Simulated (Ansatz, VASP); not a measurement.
# MgO in VASP and in Ansatz

```
Mg O
1.0
     0.00000    2.10211    2.22824
     2.10211    0.00000    2.22824
     2.10211    2.10211    0.00000
Mg O
1 1
Cartesian
  0.0000 0.0000 0.0000
  2.1021 2.1021 2.2282
```

Change from the starting cell: strain +0.0600 x Voigt [0, 0, 1, 0, 0, 0], atoms carried along.

Alike in both runs: task single point; functional r2SCAN; k mesh 10 × 10 × 10; occupations gaussian, width 0.05 eV; no spin polarisation.

|  | VASP | Ansatz |
| --- | --- | --- |
| version | VASP 6.6.1 | Ansatz 0.2.0 |
| potentials or method | VASP PAW PBE potentials, release 64 (Mg_sv, O), cutoff 920 eV | scalar-relativistic, plane waves, PAW |
| valence electrons in the cell | 16 | 16 |

```csv
,VASP,Ansatz,Ansatz less VASP
gap on the k mesh at the Fermi level (eV),5.04,5.02,-0.018
least direct gap on the mesh (eV),5.04,5.02,-0.018
pressure (GPa),-7.2,-7.7,-0.49
"traceless stress, the component that is largest in VASP (GPa)",-5.42,-5.29,+0.132
```

VASP's potentials were made for PBE, not for r2SCAN.
